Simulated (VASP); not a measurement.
# ClAg in VASP: notebook

ClAg is run at these levels: AM05, r2SCAN; tasks: single point.

Program: VASP 6.6.1. These are calculated values, not measurements. Logs are shortened: lines on timing, memory, paths and dates and some standing lists are left out, and cuts for length are marked.

**1. The cell of the first run**

The cell holds a molecule in a box, 2 atoms: a = 11.000 Å, b = 10.000 Å, c = 10.000 Å, α = 90.00°, β = 90.00°, γ = 90.00°.

**2. Single point, AM05**

Contents of POSCAR:

```
AgCl
1.0
   11.0000000000      0.0000000000      0.0000000000
    0.0000000000     10.0000000000      0.0000000000
    0.0000000000      0.0000000000     10.0000000000
Cl Ag
1 1
Direct
    0.5896227300      0.4673550000      0.5523000000
    0.4127409100      0.5368450000      0.4545000000
```

Contents of INCAR.step1:

```
ISMEAR = 0
SIGMA = 0.03
LWAVE = True
LCHARG = True
ISIF = 0
NELM = 100
ALGO = Normal
PREC = Accurate
LASPH = True
LREAL = False
EDIFF = 1E-5
GGA_COMPAT = False
ENCUT = 400
EFERMI = MIDGAP
NELMDL = -8
GGA = PE
```

Contents of INCAR.step2:

```
GGA = AM
ISMEAR = 0
SIGMA = 0.03
LWAVE = False
LCHARG = False
ISIF = 0
NELM = 100
ALGO = All
PREC = Accurate
LASPH = True
LREAL = False
EDIFF = 1E-6
GGA_COMPAT = False
ENCUT = 400
EFERMI = MIDGAP
NELMDL = -8
ISTART = 1
ISEARCH = 1
```

Contents of KPOINTS:

```
k-points
0
Gamma
  1 1 1
```

Potentials or basis: VASP PAW PBE potentials, release 64 (Cl, Ag).

Command:

```
$ cat potpaw_PBE.64/Cl/POTCAR potpaw_PBE.64/Ag/POTCAR > POTCAR
$ cp INCAR.step1 INCAR
$ mpirun -np 1 vasp_gam > vasp.out
$ cp INCAR.step2 INCAR
$ mpirun -np 1 vasp_gam > vasp.out
```

OUTCAR:

```text
GGA = AM
   ISMEAR = 0
   ISIF = 0
   NELM = 100
   PREC = Accurate
   LASPH = True
   LREAL = False
   EDIFF = 1E-6
   ENCUT = 400
   EFERMI = MIDGAP
   NELMDL = -8
   ISTART = 1

 Found      1 irreducible k-points:

 Following reciprocal coordinates:
            Coordinates               Weight
  0.000000  0.000000  0.000000      1.000000
   k-points           NKPTS =      1   k-points in BZ     NKDIM =      1   number of bands    NBANDS=     13
   number of dos      NEDOS =    301   number of ions     NIONS =      2
   total plane-waves  NPLWV = 352800
   dimension x,y,z NGX =    72 NGY =   70 NGZ =   70
   dimension x,y,z NGXF=   144 NGYF=  140 NGZF=  140
   ions per type =               1   1
   NGX,Y,Z   is equivalent  to a cutoff of  10.88, 11.64, 11.64 a.u.
   NGXF,Y,Z  is equivalent  to a cutoff of  21.76, 23.27, 23.27 a.u.
 SYSTEM =  unknown system
   PREC   = accura    normal or accurate (medium, high low for compatibility)
   ISTART =      1    job   : 0-new  1-cont  2-samecut
   ICHARG =      0    charge: 1-file 2-atom 10-const
   ISPIN  =      1    spin polarized calculation?
   LNONCOLLINEAR =      F non collinear calculations
   LSORBIT =      F    spin-orbit coupling
   LASPH  =      T    aspherical Exc in radial PAW
   ENCUT  =  400.0 eV  29.40 Ry    5.42 a.u.  17.94 16.31 16.31*2*pi/ulx,y,z
   NELM   =    100;   NELMIN=  2; NELMDL= -8     # of ELM steps
   EDIFF  = 0.1E-05   stopping-criterion for ELM
   LREAL  =      F    real-space projection
   EDIFFG = 0.1E-04   stopping-criterion for IOM
   NSW    =      0    number of steps for IOM
   IBRION =     -1    ionic relax: 0-MD 1-quasi-New 2-CG
   NFREE  =      0    steps in history (QN), initial steepest desc. (CG)
   ISIF   =      0    stress and relaxation
   ISYM   =      2    0-nonsym 1-usesym 2-fastsym
   POTIM  = 0.5000    time-step for ionic-motion
   TEBEG  =    0.0;   TEEND  =   0.0 temperature during run

   SCALEE = 1.0000    scale energy and forces
   PSTRESS=    0.0 pullay stress
   NELECT =      18.0000    total number of electrons
   NUPDOWN=      -1.0000    fix difference up-down
   EMIN   =  10.00;   EMAX   =-10.00  energy-range for DOS
   EFERMI =   0.00;   METHOD = MIDGAP
   ISMEAR =     0;   SIGMA  =   0.03  broadening in eV -4-tet -1-fermi 0-gaus
   EFERMI_NEDOS =   21; number of points for ismear=-14 and -15
   IALGO  =     58    algorithm
   IMIX   =      4    mixing-type and parameters
     AMIX     =   0.40;   BMIX     =  1.00
     AMIX_MAG =   1.60;   BMIX_MAG =  1.00
  volume/ion in A,a.u.               =     550.00      3711.58
  Fermi-wavevector in a.u.,A,eV,Ry     =   0.415625  0.785417  2.350324  0.172744
  Thomas-Fermi vector in A             =   1.374689
   LORBIT       =      0    0 simple, 1 ext, 2 COOP (PROOUT), +10 PAW based schemes
   GGA     = AM    functional components
   LHFCALC =     F    Hartree Fock is set to
   AEXX    =    0.0000 exact exchange contribution
   IVDW    =     0    specifies the selected vdW correction
   LEPSILON=     F    determine dielectric tensor
   LRPA    =     F    only Hartree local field effects (RPA)

   CSHIFT  =0.1000    complex shift for real part using Kramers Kronig

   OMEGAMAX=  -1.0    maximum frequency
 non-spin polarized calculation
 Gauss-broadening in eV      SIGMA  =   0.03
  energy-cutoff  :      400.00
  volume of cell :     1100.00
 maximum number of plane-waves:     10016
 NGX is ok and might be reduce to    70
   NGX = 35   NGY = 33   NGZ = 33

 number of electron      18.0000006 magnetization

 Free energy of the ion-electron system (eV)
  ---------------------------------------------------
  ext. energy  EPLUGINS =         0.00000000
  ---------------------------------------------------
  free energy    TOTEN  =        -3.90155807 eV

  energy without entropy =       -3.90155807  energy(sigma->0) =       -3.90155807

 E-fermi :  -5.8251     XC(G=0):  -2.6899

 val. band max:       -6.0131064190   @ k =   0.0000   0.0000   0.0000
 cond. band min:      -4.7979876214   @ k =   0.0000   0.0000   0.0000
 fundamental gap:      1.2151187975
 Fermi energy:        -5.8250960166

 k-point     1 :       0.0000    0.0000    0.0000
  band No.  band energies     occupation
      1     -18.4309      2.00000
      2      -9.2346      2.00000
      3      -8.4925      2.00000
      4      -8.4924      2.00000
      5      -8.0803      2.00000
      6      -8.0803      2.00000
      7      -6.5516      2.00000
      8      -6.0144      2.00000
      9      -6.0131      2.00000
     10      -4.7980      0.00000
     11      -3.1826      0.00000
     12      -3.3791      0.00000
     13      -2.9563      0.00000

------------------------ aborting loop because EDIFF is reached ----------------------------------------

 VOLUME and BASIS-vectors are now :
 -----------------------------------------------------------------------------
  energy-cutoff  :      400.00
  volume of cell :     1100.00
      direct lattice vectors                 reciprocal lattice vectors
    11.000000000  0.000000000  0.000000000     0.090909091  0.000000000  0.000000000
     0.000000000 10.000000000  0.000000000     0.000000000  0.100000000  0.000000000
     0.000000000  0.000000000 10.000000000     0.000000000  0.000000000  0.100000000

 POSITION                                       TOTAL-FORCE (eV/Angst)
 -----------------------------------------------------------------------------------
      6.48585      4.67355      5.52300        -0.289017      0.101128     -0.143280
      4.54015      5.36845      4.54500         0.289017     -0.101128      0.143280
 -----------------------------------------------------------------------------------
    total drift:                                0.001253      0.002039     -0.001899

  FREE ENERGIE OF THE ION-ELECTRON SYSTEM (eV)
  ---------------------------------------------------
  free  energy   TOTEN  =        -3.9015580662 eV

  energy  without entropy=       -3.9015580662  energy(sigma->0) =       -3.90155807
```

Run time: 4.4 min. Hardware: 1 thread of Intel Xeon Platinum 8375C at 2.90GHz (Ice Lake), shared host; peak memory 0.66 GiB.

What came out:

- Free energy: -3.9016 eV
- Largest force: 0.338 eV/Å
- Gap between the frontier levels: 1.22 eV

Forces in eV/Å, atoms in the order of the input:
```
Cl  -0.289  0.101 -0.143
Ag   0.289 -0.101  0.143
```

Caveat: the PAW data sets were made with another functional, which shifts forces and pressure a little.

**3. Single point, r2SCAN (last atom moved by 0.08 Å along z)**

Contents of INCAR:

```
METAGGA = R2SCAN
ISMEAR = 0
SIGMA = 0.03
LWAVE = False
LCHARG = False
ISIF = 0
PREC = Accurate
LASPH = True
LREAL = False
ALGO = Normal
EDIFF = 1E-7
NELM = 120
GGA_COMPAT = False
ENCUT = 590
EFERMI = MIDGAP
NELMDL = -8
LMIXTAU = True
NBANDS = 29
ADDGRID = False
```

KPOINTS is that of step 2.

Changes to POSCAR since step 2:

```diff
@@ -9,2 +9,2 @@
     0.5896227300      0.4673550000      0.5523000000
-    0.4127409100      0.5368450000      0.4545000000
+    0.4127409100      0.5368450000      0.4625000000
```

Potentials or basis: VASP PAW PBE potentials, release 64 (Cl, Ag).

Command:

```
$ cat potpaw_PBE.64/Cl/POTCAR potpaw_PBE.64/Ag/POTCAR > POTCAR
$ mpirun -np 1 vasp_gam > vasp.out
```

It took 6.8 min on 1 thread of Intel Xeon 6975P-C (Granite Rapids), shared host; peak memory 1.1 GiB.

Results (log left out):

| Item | Value |
| --- | --- |
| Free energy | -26.4675 eV |
| Largest force | 0.292 eV/Å |
| Gap between the frontier levels | 2.91 eV |

Forces on the atoms (eV/Å):
```
Cl   0.251 -0.092  0.118
Ag  -0.251  0.092 -0.118
```

Levels at points of the mesh, in eV from the valence-band top:
| k point | band 5 | band 6 | band 7 | band 8 | band 9 | band 10 | band 11 | band 12 | band 13 | band 14 |
| --- | --- | --- | --- | --- | --- | --- | --- | --- | --- | --- |
| (0.00, 0.00, 0.00) | -2.10 | -2.10 | -0.42 | 0.00 | 0.00 | 2.91 | 6.32 | 6.34 | 6.65 | 7.40 |

Caveat: the cell differs from its parent crystal (last atom moved by 0.08 Å along z); the PAW data sets were made with another functional, which shifts forces and pressure a little.
